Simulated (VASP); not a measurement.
# BeZn2TeS2 (P-6m2) in VASP: further runs

The runs below take BeZn2TeS2 through single point, relaxation of cell and atoms, with PBE.

All numbers are computed with VASP 6.6.1; they aren't measurements. Logs are shortened: lines on timing, memory, paths and dates and some standing lists are left out, and cuts for length are marked.

### 1 The cell of the first run

The structure is hexagonal, space group P-6m2 (No. 187). Conventional cell: a = 4.321 Å, b = 4.321 Å, c = 8.565 Å, α = 90.00°, β = 90.00°, γ = 120.00°. Within 3.3 Å of Be (site symmetry -6m2) lie 2 S at 2.48 Å. Zn (site symmetry 3m) has 3 S at 2.51 Å and 3 Te at 3.26 Å within 3.3 Å. Te (site symmetry -6m2) has 2 S at 1.80 Å within 2.4 Å. Within 2.4 Å of S (site symmetry 3m) lie 1 Te at 1.80 Å.

### 2 Single point, PBE

INCAR reads:

```
SYSTEM = BeZn2TeS2
PREC     = Accurate       ! precision mode
ENCUT    = 520            ! plane-wave cutoff, eV
EDIFF    = 1E-6           ! SCF threshold, eV
ISMEAR   = 0              ! smearing method
SIGMA    = 0.1            ! smearing width, eV
LREAL    = .False.        ! projectors in reciprocal space
LASPH    = .True.         ! aspherical terms in the spheres
NELM     = 80             ! most SCF steps
ALGO     = Normal         ! electronic algorithm
ISIF     = 2              ! what is computed and relaxed
LWAVE    = .False.        ! write WAVECAR
LCHARG   = .True.         ! write CHGCAR
GGA      = PE             ! functional
LELF     = .True.         ! ELF
LVHAR    = .True.       
NBANDS   = 31             ! bands
```

KPOINTS reads:

```
Automatic mesh
0
Gamma
  6 6 2
  0 0 0
```

POSCAR reads:

```
BeZn2TeS2
1.0
    4.3206477700      0.0000000000      0.0000000000
   -2.1603238900      3.7417907300      0.0000000000
    0.0000000000      0.0000000000      8.5646198300
Be Zn Te S
1 2 1 2
Direct
    0.3333333300      0.6666666700      0.5000000000
    0.0000000000      0.0000000000      0.2458675700
    0.0000000000      0.0000000000      0.7541324300
    0.3333333300      0.6666666700      0.0000000000
    0.3333333300      0.6666666700      0.7894767900
    0.3333333300      0.6666666700      0.2105232100
```

Potentials or basis: VASP PAW PBE potentials, release 64 (Be, Zn, Te, S).

Launch:

```bash
> cat potpaw_PBE.64/Be/POTCAR potpaw_PBE.64/Zn/POTCAR potpaw_PBE.64/Te/POTCAR potpaw_PBE.64/S/POTCAR > POTCAR
> mpirun -np 1 vasp_std > vasp.out
```

OUTCAR:

```text
SYSTEM = BeZn2TeS2
   PREC = Accurate
   ENCUT = 520
   EDIFF = 1E-6
   ISMEAR = 0
   LREAL = .False.
   LASPH = .True.
   NELM = 80
   ISIF = 2
   GGA = PE

 ion  position               nearest neighbor table
   1  0.333  0.667  0.500-   5 2.48   6 2.48
   2  0.000  0.000  0.246-   6 2.51   6 2.51   6 2.51   4 3.26   4 3.26   4 3.26
   3  0.000  0.000  0.754-   5 2.51   5 2.51   5 2.51   4 3.26   4 3.26   4 3.26
   4  0.333  0.667  0.000-   5 1.80   6 1.80   2 3.26   3 3.26   2 3.26   3 3.26   2 3.26   3 3.26

   5  0.333  0.667  0.789-   4 1.80   1 2.48   3 2.51   3 2.51   3 2.51
   6  0.333  0.667  0.211-   4 1.80   1 2.48   2 2.51   2 2.51   2 2.51

  LATTYP: Found a hexagonal cell.
 ALAT       =     4.3206477700
 C/A-ratio  =     1.9822536541

  Lattice vectors:

 A1 = (   4.3206477700,   0.0000000000,   0.0000000000)
 A2 = (  -2.1603238900,   3.7417907300,   0.0000000000)
 A3 = (   0.0000000000,   0.0000000000,   8.5646198300)

Analysis of symmetry for initial positions (statically):
=====================================================================
 Subroutine PRICEL returns:
 Original cell was already a primitive cell.

 Routine SETGRP: Setting up the symmetry group for a
 hexagonal supercell.

 Subroutine GETGRP returns: Found 12 space group operations
 (whereof 12 operations were pure point group operations)
 out of a pool of 24 trial point group operations.

The static configuration has the point symmetry D_3h.

Analysis of symmetry for dynamics (positions and initial velocities):
=====================================================================
 Subroutine PRICEL returns:
 Original cell was already a primitive cell.

 Routine SETGRP: Setting up the symmetry group for a
 hexagonal supercell.

 Subroutine GETGRP returns: Found 12 space group operations
 (whereof 12 operations were pure point group operations)
 out of a pool of 24 trial point group operations.

The dynamic configuration has the point symmetry D_3h.

 Subroutine INISYM returns: Found 12 space group operations
 (whereof 12 operations are pure point group operations),
 and found     1 'primitive' translations

----------------------------------------------------------------------------------------

                                     Primitive cell

  volume of cell :     138.4639

  direct lattice vectors                    reciprocal lattice vectors
     4.320647770  0.000000000  0.000000000     0.231446777  0.133625859  0.000000000
    -2.160323890  3.741790730  0.000000000     0.000000000  0.267251718  0.000000000
     0.000000000  0.000000000  8.564619830     0.000000000  0.000000000  0.116759415

  length of vectors
     4.320647770  4.320647773  8.564619830     0.267251718  0.267251718  0.116759415

  position of ions in fractional coordinates (direct lattice)
     0.333333330  0.666666670  0.500000000
     0.000000000  0.000000000  0.245867570
     0.000000000  0.000000000  0.754132430
     0.333333330  0.666666670  0.000000000
     0.333333330  0.666666670  0.789476790
     0.333333330  0.666666670  0.210523210

  ion indices of the primitive-cell ions
   primitive index   ion index
                 1           1
                 2           2
                 3           3
                 4           4
                 5           5
                 6           6

----------------------------------------------------------------------------------------

 KPOINTS: Automatic mesh

Automatic generation of k-mesh.
 Grid dimensions read from file:
 generate k-points for:    6    6    2

 Generating k-lattice:

  Cartesian coordinates                     Fractional coordinates (reciprocal lattice)
     0.038574463  0.022270977  0.000000000     0.166666667  0.000000000  0.000000000
     0.000000000  0.044541953  0.000000000     0.000000000  0.166666667  0.000000000
     0.000000000  0.000000000  0.058379707     0.000000000  0.000000000  0.500000000

  Length of vectors
     0.044541953  0.044541953  0.058379707

  Shift w.r.t. Gamma in fractional coordinates (k-lattice)
     0.000000000  0.000000000  0.000000000

 Subroutine IBZKPT returns following result:
 ===========================================

 Found     14 irreducible k-points:

 Following reciprocal coordinates:
            Coordinates               Weight
  0.000000  0.000000  0.000000      1.000000
  0.166667  0.000000  0.000000      6.000000
  0.333333  0.000000  0.000000      6.000000
  0.500000  0.000000  0.000000      3.000000
  0.166667  0.166667  0.000000      6.000000
  0.333333  0.166667  0.000000     12.000000
  0.333333  0.333333  0.000000      2.000000
  0.000000  0.000000  0.500000      1.000000
  0.166667  0.000000  0.500000      6.000000
  0.333333  0.000000  0.500000      6.000000
  0.500000  0.000000  0.500000      3.000000
  0.166667  0.166667  0.500000      6.000000
  0.333333  0.166667  0.500000     12.000000
  0.333333  0.333333  0.500000      2.000000
   k-points           NKPTS =     14   k-points in BZ     NKDIM =     14   number of bands    NBANDS=     31
   number of dos      NEDOS =    301   number of ions     NIONS =      6
   total plane-waves  NPLWV =  65536
   dimension x,y,z NGX =    32 NGY =   32 NGZ =   64
   dimension x,y,z NGXF=    64 NGYF=   64 NGZF=  128
   ions per type =               1   2   1   2
   NGX,Y,Z   is equivalent  to a cutoff of  12.31, 12.31, 12.42 a.u.
   NGXF,Y,Z  is equivalent  to a cutoff of  24.63, 24.63, 24.85 a.u.
 SYSTEM =  BeZn2TeS2
   PREC   = accura    normal or accurate (medium, high low for compatibility)
   ISTART =      0    job   : 0-new  1-cont  2-samecut
   ICHARG =      2    charge: 1-file 2-atom 10-const
   ISPIN  =      1    spin polarized calculation?
   LNONCOLLINEAR =      F non collinear calculations
   LSORBIT =      F    spin-orbit coupling
   LASPH  =      T    aspherical Exc in radial PAW
   ENCUT  =  520.0 eV  38.22 Ry    6.18 a.u.   8.03  8.03 15.92*2*pi/ulx,y,z
   NELM   =     80;   NELMIN=  2; NELMDL= -5     # of ELM steps
   EDIFF  = 0.1E-05   stopping-criterion for ELM
   LREAL  =      F    real-space projection
   EDIFFG = 0.1E-04   stopping-criterion for IOM
   NSW    =      0    number of steps for IOM
   IBRION =     -1    ionic relax: 0-MD 1-quasi-New 2-CG
   NFREE  =      0    steps in history (QN), initial steepest desc. (CG)
   ISIF   =      2    stress and relaxation
   ISYM   =      2    0-nonsym 1-usesym 2-fastsym
   POTIM  = 0.5000    time-step for ionic-motion
   TEBEG  =    0.0;   TEEND  =   0.0 temperature during run
   PSTRESS=    0.0 pullay stress
   NELECT =      44.0000    total number of electrons
   NUPDOWN=      -1.0000    fix difference up-down
   EMIN   =  10.00;   EMAX   =-10.00  energy-range for DOS
   EFERMI =   0.00;   METHOD = LEGACY
   ISMEAR =     0;   SIGMA  =   0.10  broadening in eV -4-tet -1-fermi 0-gaus
   EFERMI_NEDOS =   21; number of points for ismear=-14 and -15
   IALGO  =     38    algorithm
   IMIX   =      4    mixing-type and parameters
     AMIX     =   0.40;   BMIX     =  1.00
     AMIX_MAG =   1.60;   BMIX_MAG =  1.00
  volume/ion in A,a.u.               =      23.08       155.73
  Fermi-wavevector in a.u.,A,eV,Ry     =   1.117155  2.111118 16.980562  1.248036
  Thomas-Fermi vector in A             =   2.253776
   LORBIT       =      0    0 simple, 1 ext, 2 COOP (PROOUT), +10 PAW based schemes
   GGA     = PE    functional components
   LHFCALC =     F    Hartree Fock is set to
   AEXX    =    0.0000 exact exchange contribution
   IVDW    =     0    specifies the selected vdW correction
   LEPSILON=     F    determine dielectric tensor
   LRPA    =     F    only Hartree local field effects (RPA)
 non-spin polarized calculation
 Gauss-broadening in eV      SIGMA  =   0.10
  energy-cutoff  :      520.00
  volume of cell :      138.46
 maximum number of plane-waves:      3768
   NGX = 17   NGY = 17   NGZ = 31

 number of electron      44.0000026 magnetization

 Free energy of the ion-electron system (eV)
  ---------------------------------------------------
  ext. energy  EPLUGINS =         0.00000000
  ---------------------------------------------------
  free energy    TOTEN  =         0.82719930 eV

  energy without entropy =        0.86156647  energy(sigma->0) =        0.84438289

 E-fermi :   3.9640     XC(G=0):  -8.9135

 val. band max:        3.9599191034   @ k =   0.3333   0.1667   0.0000
 cond. band min:       3.9751499660   @ k =   0.3333   0.3333   0.5000
 fundamental gap:      0.0152308626
 Fermi energy:         3.9640292005

 k-point     1 :       0.0000    0.0000    0.0000
  band No.  band energies     occupation
      1     -14.9744      2.00000
      2     -13.4086      2.00000
      3      -6.8329      2.00000
      4      -4.4196      2.00000
      5      -4.2429      2.00000
      6      -4.2429      2.00000
[... 23 lines left out ...]
     30       7.8011      0.00000
     31       7.8011      0.00000

 k-point     2 :       0.1667    0.0000    0.0000
  band No.  band energies     occupation
      1     -14.9314      2.00000
      2     -13.3735      2.00000
      3      -6.7502      2.00000
      4      -4.3890      2.00000
      5      -4.3391      2.00000
      6      -4.2045      2.00000
[... 23 lines left out ...]
     30       7.7832      0.00000
     31       8.0152      0.00000

 k-point     3 :       0.3333    0.0000    0.0000
  band No.  band energies     occupation
      1     -14.8426      2.00000
      2     -13.3019      2.00000
      3      -6.5741      2.00000
      4      -4.5927      2.00000
      5      -4.3256      2.00000
      6      -4.1176      2.00000
[... 363 lines left out ...]
     30       9.6180      0.00000
     31       9.9592      0.00000

 k-point    14 :       0.3333    0.3333    0.5000
  band No.  band energies     occupation
      1     -14.7737      2.00000
      2     -13.2485      2.00000
      3      -6.3809      2.00000
      4      -4.5238      2.00000
      5      -4.3485      2.00000
      6      -4.2513      2.00000
[... 23 lines left out ...]
     30       8.9768      0.00000
     31       9.3461      0.00000

------------------------ aborting loop because EDIFF is reached ----------------------------------------

  FORCE on cell =-STRESS in cart. coord.  units (eV):
  Direction    XX          YY          ZZ          XY          YZ          ZX
  --------------------------------------------------------------------------------------
  -------------------------------------------------------------------------------------
  Total        0.9762482      0.9762482    104.9012493     -0.0000000      0.0000000      0.0000000
  in kB       11.2962527     11.2962527   1213.8214137     -0.0000000      0.0000000      0.0000000
  external PRESSURE =     412.1379730 kB  Pullay stress =       0.0000000 kB

 VOLUME and BASIS-vectors are now :
 -----------------------------------------------------------------------------
  energy-cutoff  :      520.00
  volume of cell :      138.46
      direct lattice vectors                 reciprocal lattice vectors
     4.320647770  0.000000000  0.000000000     0.231446777  0.133625859  0.000000000
    -2.160323890  3.741790730  0.000000000     0.000000000  0.267251718  0.000000000
     0.000000000  0.000000000  8.564619830     0.000000000  0.000000000  0.116759415

 POSITION                                       TOTAL-FORCE (eV/Angst)
 -----------------------------------------------------------------------------------
     -0.00000      2.49453      4.28231        -0.000000      0.000000      0.000000
      0.00000      0.00000      2.10576        -0.000000      0.000000      1.282939
      0.00000      0.00000      6.45886         0.000000      0.000000     -1.282939
     -0.00000      2.49453      0.00000        -0.000000      0.000000      0.000000
     -0.00000      2.49453      6.76157         0.000000     -0.000000    -29.039933
     -0.00000      2.49453      1.80305         0.000000     -0.000000     29.039933
 -----------------------------------------------------------------------------------
    total drift:                                0.000031     -0.000018      0.000000

  FREE ENERGIE OF THE ION-ELECTRON SYSTEM (eV)
  ---------------------------------------------------
  free  energy   TOTEN  =         0.8271992970 eV

  energy  without entropy=        0.8615664744  energy(sigma->0) =        0.84438289
```

Run time: 58 s. Hardware: 1 thread of Intel Xeon Platinum 8259CL at 2.50GHz (Skylake/Cascade Lake), shared host; peak memory 0.27 GiB.

What came out:

* Free energy: 0.8272 eV
* Pressure: 41.2 GPa
* Largest force: 29.040 eV/Å
* Band gap on the k mesh: zero (band 22 reaches 4.39 eV, above the bottom of band 23 at 3.80 eV)

Forces in eV/Å, atoms in the order of the input:
```
Be    0.000   0.000   0.000
Zn    0.000   0.000   1.283
Zn    0.000   0.000  -1.283
Te    0.000   0.000   0.000
S     0.000   0.000 -29.040
S     0.000   0.000  29.040
```

Stress tensor (GPa, compression positive):
```
  1.13   0.00   0.00
  0.00   1.13   0.00
  0.00   0.00 121.38
```

Caveat: the k points lie up to 0.37 Å⁻¹ apart; spin-orbit coupling is left out, which moves the levels of the heavy elements; forces of over 1 eV/Å act on the atoms, so gaps and moduli don't describe the material at rest.

### 3 Single point, PBE

This run uses another cell than the first one, of 24.14 Å³/atom, 1.046 times its volume.

INCAR reads:

```
ALGO = Normal ; EDIFF = 1E-6
ENCUT = 520 ; GGA = PE
ISIF = 2 ; ISMEAR = 0
LASPH = True ; LCHARG = False
LREAL = False ; LWAVE = False
NBANDS = 31 ; NELM = 80
PREC = Accurate ; SIGMA = 0.1
```

KPOINTS reads:

```
k-points
0
Gamma
  6 6 2
```

POSCAR reads:

```
BeZn2TeS2
1.0
    3.7097827042      0.0000000025      0.0000000000
   -1.8548913542      3.2127660631      0.0000000000
    0.0000000000      0.0000000000     12.1538512915
Be Zn Te S
1 2 1 2
Direct
    0.3333333333      0.6666666667      0.5000000000
    0.0000000000      0.0000000000      0.3970243028
    0.0000000000      0.0000000000      0.6029756972
    0.3333333333      0.6666666667      0.0000000000
    0.3333333333      0.6666666667      0.6763394464
    0.3333333333      0.6666666667      0.3236605536
```

Potentials or basis: VASP PAW PBE potentials, release 64 (Be, Zn, Te, S).

Launch:

```bash
> cat potpaw_PBE.64/Be/POTCAR potpaw_PBE.64/Zn/POTCAR potpaw_PBE.64/Te/POTCAR potpaw_PBE.64/S/POTCAR > POTCAR
> mpirun -np 1 vasp_std > vasp.out
```

Run time: 76 s. Hardware: 1 thread of Intel Xeon Platinum 8259CL at 2.50GHz (Skylake/Cascade Lake), shared host; peak memory 0.28 GiB.

The run converged. Its results:

```
Free energy            : -18.2772 eV
Pressure               : 0.1 GPa
Largest force          : 0.023 eV/Å
Band gap on the k mesh : zero (band 22 reaches 4.42 eV, above the bottom of band 23 at 2.19 eV)
```

Forces on the atoms (eV/Å):
```
Be   0.000  0.000  0.000
Zn   0.000  0.000  0.014
Zn   0.000  0.000 -0.014
Te   0.000  0.000  0.000
S    0.000  0.000  0.023
S    0.000  0.000 -0.023
```

Stress tensor (GPa, compression positive):
```
0.09 0.00 0.00
0.00 0.09 0.00
0.00 0.00 0.23
```

Levels at points of the mesh, in eV from the Fermi level:
```
           k point  band 18  band 19  band 20  band 21  band 22  band 23  band 24  band 25  band 26  band 27
(0.00, 0.00, 0.00)    -1.37    -1.31    -1.31    -0.48     2.12     2.12     2.42     3.15     3.98     3.98
(0.50, 0.00, 0.00)    -3.20    -2.99    -2.49    -1.70    -0.02     0.79     1.59     3.10     3.39     4.08
(0.00, 0.00, 0.50)    -1.65    -1.32    -1.32    -0.05     2.12     2.12     2.39     3.18     3.98     3.98
(0.50, 0.00, 0.50)    -3.20    -2.98    -2.49    -1.73    -0.11     0.79     1.70     3.10     3.41     4.15
```

Caveat: spin-orbit coupling is left out, which moves the levels of the heavy elements.

(Part 1 of 2 ends here.)
